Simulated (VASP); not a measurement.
HgTe:

```
CELL_PARAMETERS angstrom
0.00000 3.18000 3.18000
3.18000 0.00000 3.18000
3.18000 3.18000 0.00000
ATOMIC_POSITIONS crystal
Hg 0.00000 0.00000 0.00000
Te 0.50000 0.50000 0.50000
```

| Item | Value |
| --- | --- |
| Program | VASP 6.6.1 |
| Task | relaxation of cell and atoms |
| Functional | PBEsol-based screened hybrid with 25 % exact exchange |
| Potentials or basis | VASP PAW PBE potentials, release 64 (Hg, Te) |
| Cutoff | 600 eV |
| k mesh | 4 × 4 × 4 |
| Occupations | fermi-dirac, width 0.05 eV |
| Spin | no spin polarisation |

At the start: pressure -6.1 GPa; volume 32.16 Å³/atom.

Task: Where does the relaxation end?

Result: Over 3 steps the energy falls by 102.2 meV/atom and the volume is 27.59 Å³/atom (-14.2 %); space group Fm-3m (No. 225, to 0.1 Å) before and after.

The path:
```tsv
step	energy change (eV)	largest force (eV/Å)	pressure (GPa)	volume (Å³)
1	0.0000	0.0000	-6.13	64.31
2	-0.1944	0.0000	1.98	53.53
3	-0.2044	0.0000	0.02	55.19
```

Final structure:
```
Hg Te
1.0
     0.00000    3.02182    3.02182
     3.02182    0.00000    3.02182
     3.02182    3.02182    0.00000
Hg Te
1 1
Direct
  0.00000 0.00000 0.00000
  0.50000 0.50000 0.50000
```

Caveat: the k points lie up to 0.45 Å⁻¹ apart in the final cell, too coarse for converged energies and pressures of a metal; the PAW data sets were made with another functional, which shifts forces and pressure a little.
